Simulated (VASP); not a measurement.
# P (Cmce) in VASP: a series of runs, part 2 of 2

VASP 6.6.1. The steps go on from the part before.

**4. Single point, PBEsol+D3(BJ)**

This run uses another cell than the first one, of 15.87 Å³/atom.

Contents of INCAR:

```
SYSTEM = P
PREC     = Accurate       ! precision mode
ENCUT    = 520            ! plane-wave cutoff, eV
EDIFF    = 1E-6           ! SCF threshold, eV
ISMEAR   = 0              ! smearing method
SIGMA    = 0.1            ! smearing width, eV
LREAL    = .FALSE.        ! projectors in reciprocal space
LASPH    = .TRUE.         ! aspherical terms in the spheres
NELM     = 60             ! most SCF steps
ALGO     = Normal         ! electronic algorithm
ISIF     = 2              ! what is computed and relaxed
LWAVE    = .FALSE.        ! write WAVECAR
LCHARG   = .TRUE.         ! write CHGCAR
GGA      = PS             ! functional
IVDW     = 12             ! dispersion correction
LELF     = .TRUE.         ! ELF
LVHAR    = .TRUE.       
NBANDS   = 18             ! bands
```

Contents of KPOINTS:

```
regular mesh
0
G
  14 14 12
  0 0 0
```

Contents of POSCAR:

```
P
1.0
    1.6745702558     -4.9477783240      0.0000000000
    1.6745702558      4.9477783240      0.0000000000
    0.0000000000      0.0000000000      3.8298056668
P
4
Direct
    0.1111676005      0.8888323995      0.9430552481
    0.6111676005      0.3888323995      0.5569447519
    0.8888323995      0.1111676005      0.0569447519
    0.3888323995      0.6111676005      0.4430552481
```

The run is started by

```
cat potpaw_PBE.64/P/POTCAR > POTCAR
mpirun -np 1 vasp_std > vasp.out
```

It took 3.7 min on 1 thread of AMD EPYC 9R45 (Zen 5), shared host; peak memory 0.4 GiB.

The run converged. Its results:

```
Free energy                : -24.3808 eV
Pressure                   : 0.0 GPa
Largest force              : 0.039 eV/Å
Band gap on the k mesh     : zero (bands 10 and 11 overlap by 0.70 eV)
Dispersion energy per atom : -0.356 eV
```

Forces on the atoms (eV/Å):
```
P    0.000  0.027 -0.029
P    0.000  0.027  0.029
P    0.000 -0.027  0.029
P    0.000 -0.027 -0.029
```

Stress tensor (GPa, compression positive):
```
 0.02  0.00  0.00
 0.00 -0.13  0.00
 0.00  0.00  0.05
```

Levels at points of the mesh, in eV from the Fermi level:
```
           k point  band 8  band 9  band 10  band 11  band 12  band 13
(0.00, 0.00, 0.00)   -3.05   -2.75    -1.19     1.31     1.78     1.83
(0.50, 0.00, 0.00)   -2.86   -2.49    -2.49     0.41     0.41     1.40
(0.50, 0.50, 0.00)   -2.33   -2.18    -1.03     0.06     1.03     2.67
(0.00, 0.00, 0.50)   -3.03   -0.42    -0.42     1.36     1.36     1.38
(0.50, 0.00, 0.50)   -6.14   -2.35    -2.35     1.38     1.38     6.21
(0.50, 0.50, 0.50)   -2.27   -0.88    -0.88     1.03     1.03     2.18
```

Caveat: the PAW data sets were made with another functional, which shifts forces and pressure a little.

**5. Single point, PBEsol+D3(BJ)**

This run uses another cell than the first one, of 15.87 Å³/atom.

Contents of INCAR:

```
SYSTEM = P
  ALGO = Normal
  EDIFF = 1E-6
  ENCUT = 520
  GGA = PS
  ISIF = 2
  ISMEAR = 0
  IVDW = 12
  LASPH = .True.
  LCHARG = .False.
  LREAL = .False.
  LWAVE = .False.
  NBANDS = 18
  NELM = 100
  PREC = Accurate
  SIGMA = 0.15
```

Contents of KPOINTS:

```
k-points
0
Gamma
  16 16 12
  0 0 0
```

POSCAR is that of step 4.

The run is started by

```
cat potpaw_PBE.64/P/POTCAR > POTCAR
mpirun -np 1 vasp_std > vasp.out
```

Wall time 4.5 min (1 thread of AMD EPYC 9R45 (Zen 5), shared host); peak memory 0.48 GiB.

Results (log left out):

* Free energy: -24.3813 eV
* Pressure: 0.0 GPa
* Largest force: 0.038 eV/Å
* Band gap on the k mesh: zero (bands 10 and 11 overlap by 0.85 eV)
* Dispersion energy per atom: -0.356 eV

Forces on the atoms (eV/Å):
```
P    0.000  0.027 -0.027
P    0.000  0.027  0.027
P    0.000 -0.027  0.027
P    0.000 -0.027 -0.027
```

Stress tensor (GPa, compression positive):
```
 0.04  0.00  0.00
 0.00 -0.21  0.00
 0.00  0.00  0.09
```

Levels at points of the mesh, in eV from the Fermi level:
| k point | band 8 | band 9 | band 10 | band 11 | band 12 | band 13 |
| --- | --- | --- | --- | --- | --- | --- |
| (0.00, 0.00, 0.00) | -3.06 | -2.76 | -1.20 | 1.30 | 1.77 | 1.82 |
| (0.50, 0.00, 0.00) | -2.87 | -2.51 | -2.51 | 0.40 | 0.40 | 1.39 |
| (0.50, 0.50, 0.00) | -2.34 | -2.19 | -1.04 | 0.05 | 1.02 | 2.66 |
| (0.00, 0.00, 0.50) | -3.04 | -0.43 | -0.43 | 1.35 | 1.35 | 1.37 |
| (0.50, 0.00, 0.50) | -6.15 | -2.36 | -2.36 | 1.37 | 1.37 | 6.20 |
| (0.50, 0.50, 0.50) | -2.28 | -0.89 | -0.89 | 1.02 | 1.02 | 2.17 |

Caveat: the PAW data sets were made with another functional, which shifts forces and pressure a little.

**6. Single point, PBEsol+D3(BJ) (uniaxial strain along a: +6.0 %)**

Contents of INCAR:

```
SYSTEM = P
ALGO = Normal
EDIFF = 1E-7
ENCUT = 520
GGA = PS
ISIF = 2
ISMEAR = 0
IVDW = 12
LASPH = .TRUE.
LCHARG = .FALSE.
LREAL = .FALSE.
LWAVE = .FALSE.
NBANDS = 30
NELM = 100
PREC = Accurate
SIGMA = 0.1
```

Contents of KPOINTS:

```
k-points
0
G
  10 4 10
  0 0 0
```

Contents of POSCAR:

```
P
1.0
    3.5500889422      0.0000000000      0.0000000000
    0.0000000000      9.7471232983      0.0000000000
    0.0000000000      0.0000000000      3.7723585818
P
8
Direct
    0.0000000000      0.8871891273      0.9445161941
    0.5000000000      0.8871891273      0.5554838059
    0.5000000000      0.6128108727      0.0554838059
    0.0000000000      0.6128108727      0.4445161941
    0.5000000000      0.3871891273      0.9445161941
    0.0000000000      0.3871891273      0.5554838059
    0.0000000000      0.1128108727      0.0554838059
    0.5000000000      0.1128108727      0.4445161941
```

Potentials or basis: VASP PAW PBE potentials, release 64 (P).

The run is started by

```
cat potpaw_PBE.64/P/POTCAR > POTCAR
mpirun -np 1 vasp_std > vasp.out
```

OUTCAR:

```text
SYSTEM = P
   EDIFF = 1E-7
   ENCUT = 520
   GGA = PS
   ISIF = 2
   ISMEAR = 0
   IVDW = 12
   LASPH = .TRUE.
   LREAL = .FALSE.
   NELM = 100
   PREC = Accurate
 IVDW          = 12

 ion  position               nearest neighbor table
   1  0.000  0.887  0.945-   7 2.24   2 2.30   2 2.30   2 2.91   2 2.91
   2  0.500  0.887  0.555-   8 2.24   1 2.30   1 2.30   1 2.91   1 2.91
[... 1033 lines left out ...]
  -------------------------------------------------------------------------------------
  Total      -7.10443    -1.25086    -3.18696     0.00000     0.00000     0.00000
  in kB     -87.19889   -15.35294   -39.11632     0.00000     0.00000     0.00000
  external pressure =      -47.22 kB  Pullay stress =        0.00 kB

 VOLUME and BASIS-vectors are now :
 -----------------------------------------------------------------------------
  energy-cutoff  :      520.00
  volume of cell :      130.54
      direct lattice vectors                 reciprocal lattice vectors
     3.550088942  0.000000000  0.000000000     0.281683084  0.000000000  0.000000000
     0.000000000  9.747123298  0.000000000     0.000000000  0.102594373  0.000000000
     0.000000000  0.000000000  3.772358582     0.000000000  0.000000000  0.265086147

 POSITION                                       TOTAL-FORCE (eV/Angst)
 -----------------------------------------------------------------------------------
      0.00000      8.64754      3.56305         0.000000      0.141269     -0.266260
      1.77504      8.64754      2.09548         0.000000      0.141269      0.266260
      1.77504      5.97314      0.20930         0.000000     -0.141269      0.266260
      0.00000      5.97314      1.67687        -0.000000     -0.141269     -0.266260
      1.77504      3.77398      3.56305         0.000000      0.141269     -0.266260
      0.00000      3.77398      2.09548        -0.000000      0.141269      0.266260
      0.00000      1.09958      0.20930        -0.000000     -0.141269      0.266260
      1.77504      1.09958      1.67687         0.000000     -0.141269     -0.266260
 -----------------------------------------------------------------------------------
    total drift:                               -0.000000     -0.000000      0.000000

  FREE ENERGIE OF THE ION-ELECTRON SYSTEM (eV)
  ---------------------------------------------------
  free  energy   TOTEN  =       -48.5967118800 eV

  energy  without entropy=      -48.5946915476  energy(sigma->0) =      -48.59570171
```

OSZICAR:

```text
N       E                     dE             d eps       ncg     rms          rms(c)
DAV:   1     0.123873222421E+03    0.12387E+03   -0.17064E+04  6480   0.116E+03
DAV:   2    -0.362340975811E+02   -0.16011E+03   -0.15371E+03  8208   0.183E+02
DAV:   3    -0.459123981899E+02   -0.96783E+01   -0.94752E+01  8322   0.420E+01
DAV:   4    -0.460786287601E+02   -0.16623E+00   -0.16556E+00  8354   0.618E+00
DAV:   5    -0.460809611686E+02   -0.23324E-02   -0.23316E-02  8282   0.717E-01    0.136E+01
DAV:   6    -0.459117804505E+02    0.16918E+00   -0.65813E-02  8044   0.120E+00    0.799E+00
DAV:   7    -0.458294542095E+02    0.82326E-01   -0.13435E-01  7692   0.164E+00    0.204E-01
DAV:   8    -0.458294860198E+02   -0.31810E-04   -0.14408E-02  7722   0.566E-01    0.255E-01
DAV:   9    -0.458294907240E+02   -0.47043E-05   -0.45014E-04  8622   0.104E-01    0.140E-01
DAV:  10    -0.458293962544E+02    0.94470E-04   -0.29132E-04  7882   0.761E-02    0.467E-02
DAV:  11    -0.458294004732E+02   -0.42188E-05   -0.54309E-05  8072   0.332E-02    0.334E-02
DAV:  12    -0.458293997314E+02    0.74175E-06   -0.11886E-06  8046   0.551E-03    0.192E-02
DAV:  13    -0.458293995317E+02    0.19976E-06   -0.46447E-07  7578   0.318E-03    0.565E-03
DAV:  14    -0.458293995272E+02    0.44834E-08   -0.54633E-08  4584   0.115E-03
   1 F= -.48596712E+02 E0= -.48595702E+02  d E =-.202033E-02
```

stdout:

```text
POSCAR found type information on POSCAR P
 POSCAR found :  1 types and       8 ions
 scaLAPACK will be used
 -----------------------------------------------------------------------------
|                                                                             |
|                                                                             |
|     You enforced a specific xc type in the INCAR file but a different       |
|     I HOPE YOU KNOW WHAT YOU ARE DOING!                                     |
|                                                                             |
 -----------------------------------------------------------------------------

 LDA part: xc-table for (Slater+PW92), standard interpolation
 POSCAR, INCAR and KPOINTS ok, starting setup
 FFT: planning ... GRIDC
 FFT: planning ... GRID_SOFT
 FFT: planning ... GRID
 WAVECAR not read
 entering main loop
```

Wall time 4.5 min (1 thread of Intel Xeon Platinum 8488C (Sapphire Rapids), shared host); peak memory 0.4 GiB.

Results:

```
Free energy                : -48.5967 eV
Pressure                   : -4.7 GPa
Largest force              : 0.301 eV/Å
Band gap on the k mesh     : zero (bands 20 and 21 overlap by 0.75 eV)
Dispersion energy per atom : -0.346 eV
```

Forces in eV/Å, atoms in the order of the input:
```
P    0.000  0.141 -0.266
P    0.000  0.141  0.266
P    0.000 -0.141  0.266
P    0.000 -0.141 -0.266
P    0.000  0.141 -0.266
P    0.000  0.141  0.266
P    0.000 -0.141  0.266
P    0.000 -0.141 -0.266
```

Caveat: the cell differs from its parent crystal (uniaxial strain along a: +6.0 %); the stress differs along the axes, from -9 to -2 GPa; the PAW data sets were made with another functional, which shifts forces and pressure a little.

**7. Summary**

```tsv
task	cell	k mesh	cutoff (eV)	smearing	gap on the mesh (eV)	pressure (GPa)	largest force (eV/Å)
single point	a = 5.214, b = 5.214, c = 3.653 Å, angles 90.0, 90.0, 141.5°, 4 atoms, atomic positions A	6 × 6 × 4	520	gaussian 0.1 eV	none	0.0	0.04
relaxation of cell and atoms	relaxed from a = 5.505, b = 5.505, c = 4.380 Å, angles 90.0, 90.0, 145.0°, 4 atoms, atomic positions B	6 × 6 × 4	600	gaussian 0.1 eV	none	0.1	0.02
single point	a = 5.223, b = 5.223, c = 3.830 Å, angles 90.0, 90.0, 142.6°, 4 atoms, atomic positions C	14 × 14 × 12	520	gaussian 0.1 eV	none	0.0	0.04
single point	a = 5.223, b = 5.223, c = 3.830 Å, angles 90.0, 90.0, 142.6°, 4 atoms, atomic positions C	16 × 16 × 12	520	gaussian 0.15 eV	none	0.0	0.04
single point	a = 3.550, b = 9.747, c = 3.772 Å, 8 atoms, atomic positions D	10 × 4 × 10	520	gaussian 0.1 eV	none	-4.7	0.30
```

Alike in all rows: level PBEsol+D3(BJ); potentials or basis VASP PAW PBE potentials, release 64 (P); no spin polarisation.

Caveats: some runs use coarse meshes; the PAW data sets were made with another functional, which shifts forces and pressure a little; the volume moved by over 15 % at a fixed basis, so the end points are rough (at least some runs); the relaxation stopped at a loose force limit of 0.05 eV/Å, so its end isn't a converged minimum (at least some runs); the stress differs along the axes, from -9 to -2 GPa (at least some runs).

Absolute energies hang on the potentials; compare differences alone.
